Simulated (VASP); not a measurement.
# TiB17N18 (a cell with a defect) (Ti_B) in VASP: a series of runs

TiB17N18 (a cell with a defect) (Ti_B) is run at these levels: PBE, LDA; tasks: single point.

Everything below comes from runs of VASP 6.6.1. Logs are shortened: lines on timing, memory, paths and dates and some standing lists are left out, and cuts for length are marked.

**1. The cell of the first run**

The cell holds a defect, 36 atoms: a = 7.465 Å, b = 7.465 Å, c = 6.495 Å, α = 90.00°, β = 90.00°, γ = 120.00°.

**2. Single point, PBE, collinear spin**

The input, INCAR:

```
SYSTEM = TiB17N18
ALGO     = Normal         ! electronic algorithm
EDIFF    = 1E-6           ! SCF threshold, eV
ENCUT    = 520            ! plane-wave cutoff, eV
GGA      = PE             ! functional
GGA_COMPAT= .False.      
ISIF     = 2              ! what is computed and relaxed
ISMEAR   = -1             ! smearing method
ISPIN    = 2              ! spin polarisation
LASPH    = .True.         ! aspherical terms in the spheres
LCHARG   = .False.        ! write CHGCAR
LMAXMIX  = 4              ! l up to which the mixer works
LORBIT   = 11             ! projections on sites
LREAL    = Auto         
LWAVE    = .False.        ! write WAVECAR
MAGMOM   = 0.01 0.01 0.01 0.01 0.01 0 0.04 0.01 0.04 0.01 0.01 0.01 0 0.03 0 0.01 0.01 0.01 0 0 0 0 -0.01 0.01 0.01 -0.01 -0.01 0 0 0.01 0 0.01 0 0.01 -0.01 0.69 ! initial moments
NBANDS   = 104            ! bands
NELECT   = 154.0        
NELM     = 200            ! most SCF steps
NUPDOWN  = 2.0            ! fixed moment
PREC     = Accurate       ! precision mode
SIGMA    = 0.01           ! smearing width, eV
```

The input, KPOINTS:

```
k-points
0
Gamma
  1 1 1
  0 0 0
```

The input, POSCAR:

```
TiB17N18
1.0
    7.4650312844      0.0000000000      0.0000000000
   -3.7325156422      6.4649067324      0.0000000000
    0.0000000000      0.0000000000      6.4954828762
B N Ti
17 18 1
Direct
    0.1302213565      0.1983485662      0.2454034702
    0.2010499991      0.1326298453      0.7739872134
    0.1307112230      0.5317261969      0.2491192931
    0.2033396637      0.4704907860      0.7353533929
    0.1303789563      0.8655612780      0.2609671189
    0.2012000425      0.8000657783      0.7759559551
    0.4638931667      0.1978286242      0.2670416848
    0.5300936364      0.1294632987      0.7888190167
    0.4634515053      0.5329460465      0.2384494380
    0.4644428628      0.8653850406      0.2485001667
    0.5304572546      0.7979377248      0.7326685108
    0.7975458880      0.1981010302      0.2485126851
    0.8672971493      0.1336816882      0.7476878591
    0.7984417051      0.5322380881      0.2581369388
    0.8721274691      0.4703246314      0.7801772755
    0.7973154370      0.8655894070      0.2429129888
    0.8685687040      0.8003726417      0.7640276747
    0.0902978013      0.2449069121      0.7441646350
    0.2398846806      0.0876505388      0.2619465464
    0.0933063348      0.5778084674      0.7762027886
    0.2400498782      0.4206150028      0.2364114899
    0.0901152802      0.9110548837      0.7715815809
    0.2412759852      0.7547141969      0.2576840365
    0.4162207312      0.2332570620      0.8043516779
    0.5758242213      0.0872875368      0.2556394666
    0.4145695610      0.5857746233      0.6802423806
    0.5746642341      0.4217453851      0.2446904372
    0.4234313243      0.9080563117      0.7763160759
    0.5753636005      0.7560296000      0.2336645094
    0.7554455116      0.2450506094      0.7656093252
    0.9080864155      0.0878763199      0.2414946335
    0.7689810842      0.5842405360      0.7817496926
    0.9085724624      0.4204600902      0.2555051395
    0.7562671821      0.9109700878      0.7396793479
    0.9079688848      0.7553436665      0.2574082261
    0.5495675122      0.4349971020      0.5874051474
```

Potentials or basis: VASP PAW PBE potentials, release 64 (B, N, Ti_sv).

On the command line:

```console
$ cat potpaw_PBE.64/B/POTCAR potpaw_PBE.64/N/POTCAR potpaw_PBE.64/Ti_sv/POTCAR > POTCAR
$ mpirun -np 1 vasp_gam > vasp.out
```

OUTCAR:

```text
SYSTEM = TiB17N18
   EDIFF = 1E-6
   ENCUT = 520
   GGA = PE
   ISIF = 2
   ISMEAR = -1
   ISPIN = 2
   LASPH = .True.
   LORBIT = 11
   LREAL = Auto
   NELECT = 154.0
   NELM = 200
   NUPDOWN = 2.0
   PREC = Accurate

 ion  position               nearest neighbor table
   1  0.130  0.198  0.245-  19 1.43  31 1.44  21 1.44
   2  0.201  0.133  0.774-  24 1.41  22 1.43  18 1.45
   3  0.131  0.532  0.249-  21 1.43  33 1.44  23 1.44
   4  0.203  0.470  0.735-  26 1.41  20 1.43  18 1.46
   5  0.130  0.866  0.261-  23 1.43  19 1.44  35 1.44
   6  0.201  0.800  0.776-  22 1.44  28 1.44  20 1.44
[... 18 lines left out ...]
  25  0.576  0.087  0.256-  12 1.43  10 1.44   7 1.44
  26  0.415  0.586  0.680-   4 1.41  11 1.42  36 1.94
  27  0.575  0.422  0.245-   9 1.44  14 1.45   7 1.45  36 2.24
  28  0.423  0.908  0.776-  11 1.43   8 1.43   6 1.44
  29  0.575  0.756  0.234-  10 1.43  16 1.44   9 1.44
  30  0.755  0.245  0.766-  13 1.45  15 1.46   8 1.46
  31  0.908  0.088  0.241-  12 1.43   1 1.44  16 1.44
  32  0.769  0.584  0.782-  17 1.40  15 1.40  36 1.92
  33  0.909  0.420  0.256-  14 1.43   3 1.44  12 1.44
  34  0.756  0.911  0.740-  13 1.44  17 1.45  11 1.46
  35  0.908  0.755  0.257-  16 1.43   5 1.44  14 1.44
  36  0.550  0.435  0.587-  32 1.92  24 1.94  26 1.94  27 2.24

  LATTYP: Found a hexagonal cell.
 ALAT       =     7.4650312844
 C/A-ratio  =     0.8701213202

  Lattice vectors:

 A1 = (   7.4650312844,   0.0000000000,   0.0000000000)
 A2 = (  -3.7325156422,   6.4649067324,   0.0000000000)
 A3 = (   0.0000000000,   0.0000000000,   6.4954828762)

Analysis of symmetry for initial positions (statically):
=====================================================================
 Subroutine PRICEL returns:
 Original cell was already a primitive cell.

 Routine SETGRP: Setting up the symmetry group for a
 hexagonal supercell.

 Subroutine GETGRP returns: Found  1 space group operations
 (whereof  1 operations were pure point group operations)
 out of a pool of 24 trial point group operations.

The static configuration has the point symmetry C_1 .

Analysis of symmetry for dynamics (positions and initial velocities):
=====================================================================
 Subroutine PRICEL returns:
 Original cell was already a primitive cell.

 Routine SETGRP: Setting up the symmetry group for a
 hexagonal supercell.

 Subroutine GETGRP returns: Found  1 space group operations
 (whereof  1 operations were pure point group operations)
 out of a pool of 24 trial point group operations.

The dynamic configuration has the point symmetry C_1 .

Analysis of structural, dynamic, and magnetic symmetry:
=====================================================================
 Subroutine PRICEL returns:
 Original cell was already a primitive cell.

 Routine SETGRP: Setting up the symmetry group for a
 hexagonal supercell.

 Subroutine GETGRP returns: Found  1 space group operations
 (whereof  1 operations were pure point group operations)
 out of a pool of 24 trial point group operations.

The overall configuration has the point symmetry C_1 .

 Subroutine INISYM returns: Found  1 space group operations
 (whereof  1 operations are pure point group operations),
 and found     1 'primitive' translations

----------------------------------------------------------------------------------------

                                     Primitive cell

  volume of cell :     313.4768

  direct lattice vectors                    reciprocal lattice vectors
     7.465031284  0.000000000  0.000000000     0.133957911  0.077340636  0.000000000
    -3.732515642  6.464906732  0.000000000     0.000000000  0.154681273  0.000000000
     0.000000000  0.000000000  6.495482876     0.000000000  0.000000000  0.153953142

  length of vectors
     7.465031284  7.465031284  6.495482876     0.154681273  0.154681273  0.153953142

[... 107 lines left out ...]
   number of dos      NEDOS =    301   number of ions     NIONS =     36
   total plane-waves  NPLWV = 150528
   dimension x,y,z NGX =    56 NGY =   56 NGZ =   48
   dimension x,y,z NGXF=   112 NGYF=  112 NGZF=   96
   ions per type =              17  18   1
   NGX,Y,Z   is equivalent  to a cutoff of  12.47, 12.47, 12.29 a.u.
   NGXF,Y,Z  is equivalent  to a cutoff of  24.94, 24.94, 24.57 a.u.
 SYSTEM =  TiB17N18
   PREC   = accura    normal or accurate (medium, high low for compatibility)
   ISTART =      0    job   : 0-new  1-cont  2-samecut
   ICHARG =      2    charge: 1-file 2-atom 10-const
   ISPIN  =      2    spin polarized calculation?
   LNONCOLLINEAR =      F non collinear calculations
   LSORBIT =      F    spin-orbit coupling
   LASPH  =      T    aspherical Exc in radial PAW
   ENCUT  =  520.0 eV  38.22 Ry    6.18 a.u.  13.88 13.88 12.08*2*pi/ulx,y,z
   NELM   =    200;   NELMIN=  2; NELMDL= -5     # of ELM steps
   EDIFF  = 0.1E-05   stopping-criterion for ELM
   LREAL  =      T    real-space projection
   EDIFFG = 0.1E-04   stopping-criterion for IOM
   NSW    =      0    number of steps for IOM
   IBRION =     -1    ionic relax: 0-MD 1-quasi-New 2-CG
   NFREE  =      0    steps in history (QN), initial steepest desc. (CG)
   ISIF   =      2    stress and relaxation
   ISYM   =      2    0-nonsym 1-usesym 2-fastsym
   POTIM  = 0.5000    time-step for ionic-motion
   TEBEG  =    0.0;   TEEND  =   0.0 temperature during run
   PSTRESS=    0.0 pullay stress
   NELECT =     154.0000    total number of electrons
   NUPDOWN=       2.0000    fix difference up-down
   EMIN   =  10.00;   EMAX   =-10.00  energy-range for DOS
   EFERMI =   0.00;   METHOD = LEGACY
   ISMEAR =    -1;   SIGMA  =   0.01  broadening in eV -4-tet -1-fermi 0-gaus
   EFERMI_NEDOS =   21; number of points for ismear=-14 and -15
   IALGO  =     38    algorithm
   IMIX   =      4    mixing-type and parameters
     AMIX     =   0.40;   BMIX     =  1.00
     AMIX_MAG =   1.60;   BMIX_MAG =  1.00
  volume/ion in A,a.u.               =       8.71        58.76
  Fermi-wavevector in a.u.,A,eV,Ry     =   1.291754  2.441062 22.703083  1.668629
  Thomas-Fermi vector in A             =   2.423505
   LORBIT       =     11    0 simple, 1 ext, 2 COOP (PROOUT), +10 PAW based schemes
   GGA     = PE    functional components
   LHFCALC =     F    Hartree Fock is set to
   AEXX    =    0.0000 exact exchange contribution
   IVDW    =     0    specifies the selected vdW correction
   LEPSILON=     F    determine dielectric tensor
   LRPA    =     F    only Hartree local field effects (RPA)
 spin polarized calculation
  energy-cutoff  :      520.00
  volume of cell :      313.48
 maximum number of plane-waves:      4207
 NGX is ok and might be reduce to    54
   NGX = 27   NGY = 27   NGZ = 25

 number of electron     153.9999998 magnetization       1.9999967

 Free energy of the ion-electron system (eV)
  ---------------------------------------------------
  ext. energy  EPLUGINS =         0.00000000
  ---------------------------------------------------
  free energy    TOTEN  =      -304.55082668 eV

  energy without entropy =     -304.55082668  energy(sigma->0) =     -304.55082668

 E-fermi :   3.8832     XC(G=0): -10.4901

 val. band max:        5.9728903555   @ k =   0.0000   0.0000   0.0000
 cond. band min:       6.6180833891   @ k =   0.0000   0.0000   0.0000
 fundamental gap:      0.6451930336
 Fermi energy:         6.2622877838

 spin component 1

 k-point     1 :       0.0000    0.0000    0.0000
  band No.  band energies     occupation
      1     -51.4587      1.00000
      2     -27.9442      1.00000
      3     -27.8854      1.00000
      4     -27.7759      1.00000
      5     -15.1604      1.00000
      6     -14.2630      1.00000
[... 81 lines left out ...]
     88       9.7014      0.00000
     89       9.7956      0.00000
 Fermi energy:         3.8831549755

 spin component 2

 k-point     1 :       0.0000    0.0000    0.0000
  band No.  band energies     occupation
      1     -50.6208      1.00000
      2     -27.1524      1.00000
      3     -27.0821      1.00000
      4     -26.8572      1.00000
      5     -15.1283      1.00000
      6     -14.2454      1.00000
[... 81 lines left out ...]
     88       9.8623      0.00000
     89      10.0438      0.00000
 [bands above 89 left out]

------------------------ aborting loop because EDIFF is reached ----------------------------------------

  FORCE on cell =-STRESS in cart. coord.  units (eV):
  Direction    XX          YY          ZZ          XY          YZ          ZX
  --------------------------------------------------------------------------------------
  -------------------------------------------------------------------------------------
  Total       36.0963284     38.2594191     23.2885213      1.7815461     -0.0209902     -0.0251146
  in kB      184.4880638    195.5436044    119.0274580      9.1054687     -0.1072806     -0.1283604
  external PRESSURE =     166.3530421 kB  Pullay stress =       0.0000000 kB

 VOLUME and BASIS-vectors are now :
 -----------------------------------------------------------------------------
  energy-cutoff  :      520.00
  volume of cell :      313.48
      direct lattice vectors                 reciprocal lattice vectors
     7.465031284  0.000000000  0.000000000     0.133957911  0.077340636  0.000000000
    -3.732515642  6.464906732  0.000000000     0.000000000  0.154681273  0.000000000
     0.000000000  0.000000000  6.495482876     0.000000000  0.000000000  0.153953142

 POSITION                                       TOTAL-FORCE (eV/Angst)
 -----------------------------------------------------------------------------------
      0.23177      1.28230      1.59401        -0.256542      0.236012     -0.056949
      1.00580      0.85744      5.02742        -0.079669      0.001075     -0.020294
     -1.00891      3.43756      1.61815        -0.149323      0.245300      0.049586
     -0.23818      3.04168      4.77648         0.203160     -0.185818     -0.215864
     -2.25744      5.59577      1.69511        -0.069986      0.042375     -0.017238
     -1.48429      5.17235      5.04021         0.178707     -0.102722      0.161480
[... 28 lines left out ...]
      3.95868      4.88323      1.67199         0.128594     -0.250671      0.056245
      2.47891      2.81222      3.81548        -0.053102      0.268433      0.644867
 -----------------------------------------------------------------------------------
    total drift:                                0.003777      0.007997      0.006043

  FREE ENERGIE OF THE ION-ELECTRON SYSTEM (eV)
  ---------------------------------------------------
  free  energy   TOTEN  =      -304.5508266754 eV

  energy  without entropy=     -304.5508266754  energy(sigma->0) =     -304.55082668

 total charge

# of ion       s       p       d       tot
------------------------------------------
    1        0.743   1.486   0.000   2.229
    2        0.749   1.497   0.000   2.247
    3        0.741   1.482   0.000   2.223
    4        0.748   1.478   0.000   2.226
    5        0.741   1.483   0.000   2.224
    6        0.746   1.477   0.000   2.222
[... 28 lines left out ...]
   35        1.221   2.835   0.000   4.056
   36        2.216   6.173   2.207  10.596
--------------------------------------------------
tot         36.884  82.161   2.207 121.251

 magnetization (x)

# of ion       s       p       d       tot
------------------------------------------
    1        0.002   0.021   0.000   0.022
    2        0.002   0.017   0.000   0.020
    3        0.002   0.026   0.000   0.028
    4        0.003   0.010   0.000   0.013
    5        0.002   0.027   0.000   0.029
    6        0.000   0.003   0.000   0.003
[... 28 lines left out ...]
   35       -0.000  -0.008   0.000  -0.008
   36        0.009   0.017   0.868   0.894
--------------------------------------------------
tot          0.043   0.443   0.868   1.354
```

Wall time 79 s (1 thread of AMD EPYC 9R45 (Zen 5), shared host); peak memory 0.45 GiB.

Results:

```yaml
Free_energy: -304.5508 eV
Largest_force: 0.701 eV/Å
Net_moment: 2.00 μB per cell
Site_moments: B +0.02, +0.03, +0.01, +0.00, +0.08, +0.07, +0.05; N +0.01, -0.01, +0.00, -0.00; Ti +0.89 μB
Valence_electrons_inside_the_program's_atomic_spheres: B 2.23, 2.25, 2.22, 2.21, 2.20; N 4.03, 4.05, 4.07, 4.06, 4.00, 4.04, 4.02, 4.01; Ti 10.60
```

Forces on the atoms (eV/Å):
```
B   -0.257  0.236 -0.057
B   -0.080  0.001 -0.020
B   -0.149  0.245  0.050
B    0.203 -0.186 -0.216
B   -0.070  0.042 -0.017
B    0.179 -0.103  0.161
B   -0.123 -0.150 -0.121
B    0.217  0.006 -0.180
B   -0.410  0.191 -0.046
B   -0.320  0.037  0.032
B    0.290 -0.062 -0.207
B   -0.226  0.161 -0.088
B    0.045 -0.055  0.107
B    0.012  0.177  0.060
B    0.092 -0.227 -0.064
B   -0.266  0.132 -0.020
B    0.005  0.037 -0.066
N    0.005  0.110  0.005
N    0.408  0.038  0.166
N   -0.181  0.226  0.176
N    0.327 -0.182 -0.069
N   -0.117  0.075  0.403
N    0.257 -0.135  0.004
N   -0.021 -0.243 -0.361
N    0.089  0.040  0.083
N   -0.302  0.121 -0.304
N    0.180 -0.162  0.259
N   -0.321  0.057  0.219
N    0.334 -0.216 -0.085
N   -0.056  0.038 -0.071
N    0.243 -0.178 -0.064
N    0.028  0.151 -0.370
N    0.059 -0.171 -0.019
N   -0.151 -0.072  0.019
N    0.129 -0.251  0.056
Ti  -0.053  0.268  0.645
```

Caveat: the k points lie up to 0.97 Å⁻¹ apart; the cell carries a net charge on a neutralising background, which shifts energy and pressure; the cell is charged against a uniform background, so pressure and absolute levels hang on convention; the moment is held away from its start; the total moment is fixed, so each spin has its own Fermi level.

**3. Single point, PBE, collinear spin**

The input, INCAR:

```
SYSTEM = TiB17N18
ALGO = Normal ; EDIFF = 1E-6
ENCUT = 520 ; GGA = PE
GGA_COMPAT = .FALSE. ; ISIF = 2
ISMEAR = 0 ; ISPIN = 2
LASPH = .TRUE. ; LCHARG = .FALSE.
LMAXMIX = 4 ; LORBIT = 11
LREAL = Auto ; LWAVE = .FALSE.
MAGMOM = 0 0 0.01 0 0 0 0 0.01 0.01 0 0 0 0 0.02 0 0 0 0 0 0 0 0 0 0 0 -0.01 -0.01 0 0 0 0 0 0 0 0 0.45 ; NBANDS = 104
NELM = 200 ; NUPDOWN = 1.0
PREC = Accurate ; SIGMA = 0.01
```

The input, KPOINTS:

```
Automatic mesh
0
Gamma
  1 1 1
  0.25 0.25 0.25
```

The input, POSCAR:

```
TiB17N18
1.0
    7.4650312809      0.0000000000      0.0000000000
   -3.7325156404      6.4649067293      0.0000000000
    0.0000000000      0.0000000000      6.4954828800
B N Ti
17 18 1
Direct
    0.1154134101      0.2061538277      0.2435662383
    0.2148010916      0.1269130650      0.7717616657
    0.1161906669      0.5395878139      0.2465565240
    0.2162856420      0.4640631450      0.7447980760
    0.1157875232      0.8724863166      0.2546249662
    0.2159361106      0.7950501526      0.7711861013
    0.4475028832      0.2030245687      0.2404439328
    0.5471709457      0.1243661255      0.7848121736
    0.4477005970      0.5408575628      0.2351130999
    0.4490431031      0.8724435511      0.2439642963
    0.5477092345      0.7962667172      0.7411049191
    0.7835758191      0.2062525307      0.2456871420
    0.8826937390      0.1289571271      0.7512935283
    0.7852430413      0.5403382019      0.2530187449
    0.8861010005      0.4643899331      0.7787773802
    0.7830042638      0.8733095004      0.2433076041
    0.8840423855      0.7961956018      0.7636607358
    0.1052977170      0.2399813071      0.7502453565
    0.2263139002      0.0954437439      0.2497806781
    0.1068226447      0.5728779819      0.7731464693
    0.2263063071      0.4285812943      0.2376705650
    0.1052462000      0.9059143570      0.7656047157
    0.2268580962      0.7623353825      0.2534720215
    0.4321964960      0.2276476365      0.7960006995
    0.5603373113      0.0955235217      0.2465506566
    0.4311119899      0.5812295118      0.7003120370
    0.5595010071      0.4284218660      0.2509135349
    0.4383966981      0.9041237907      0.7742986758
    0.5603219889      0.7626114777      0.2343903919
    0.7709995097      0.2398800276      0.7653635334
    0.8934842811      0.0955222347      0.2446337840
    0.7824031119      0.5786819015      0.7819206165
    0.8942732705      0.4282475088      0.2502044164
    0.7716802677      0.9064650950      0.7451248801
    0.8935061685      0.7627968629      0.2541256649
    0.5584978735      0.4385552743      0.5965001834
```

Potentials or basis: VASP PAW PBE potentials, release 64 (B, N, Ti_sv).

On the command line:

```console
$ cat potpaw_PBE.64/B/POTCAR potpaw_PBE.64/N/POTCAR potpaw_PBE.64/Ti_sv/POTCAR > POTCAR
$ mpirun -np 1 vasp_std > vasp.out
```

It took 9.4 min on 1 thread of AMD EPYC 9R45 (Zen 5), shared host; peak memory 0.61 GiB.

It converged, with:

| Item | Value |
| --- | --- |
| Free energy | -313.4624 eV |
| Pressure | 12.7 GPa |
| Largest force | 0.405 eV/Å |
| Net moment | 1.00 μB per cell |
| Site moments | B +0.00, +0.01, +0.03, +0.04, -0.00; N +0.00, -0.00, +0.01, -0.01; Ti +0.60 μB |
| Valence electrons inside the program's atomic spheres | B 2.21, 2.23, 2.22, 2.20, 2.24; N 4.03, 4.04, 4.06, 4.05, 3.99, 4.00, 4.02; Ti 10.59 |

Forces in eV/Å, atoms in the order of the input:
```
B   -0.209  0.144  0.005
B    0.039 -0.172  0.023
B   -0.145  0.102  0.024
B    0.258  0.029 -0.075
B   -0.169  0.125 -0.014
B    0.188 -0.070  0.024
B   -0.127  0.130 -0.012
B    0.167 -0.148  0.010
B   -0.057  0.038  0.151
B   -0.119  0.105  0.029
B    0.162 -0.235 -0.077
B   -0.220  0.071 -0.018
B    0.169 -0.129  0.046
B   -0.169  0.064 -0.064
B    0.201 -0.124  0.001
B   -0.239  0.106 -0.006
B    0.158 -0.013  0.031
N   -0.059 -0.022  0.018
N    0.190 -0.135 -0.002
N   -0.239  0.073 -0.030
N    0.128 -0.143 -0.028
N   -0.187  0.112  0.116
N    0.157 -0.107 -0.013
N   -0.162  0.010 -0.196
N    0.192 -0.101  0.021
N   -0.253  0.181  0.202
N    0.112 -0.067 -0.066
N   -0.247  0.188 -0.008
N    0.158  0.018 -0.020
N   -0.150  0.089 -0.022
N    0.198 -0.130 -0.001
N   -0.257  0.245 -0.196
N    0.139 -0.076  0.007
N   -0.091  0.083  0.040
N    0.179 -0.105  0.025
Ti   0.303 -0.139  0.076
```

Stress tensor (GPa, compression positive):
```
16.50 -0.29 -0.25
-0.29 17.12  0.24
-0.25  0.24  4.49
```

Caveat: the k points lie up to 0.97 Å⁻¹ apart; the total moment is fixed, so each spin has its own Fermi level.

(Part 1 of 2 ends here.)
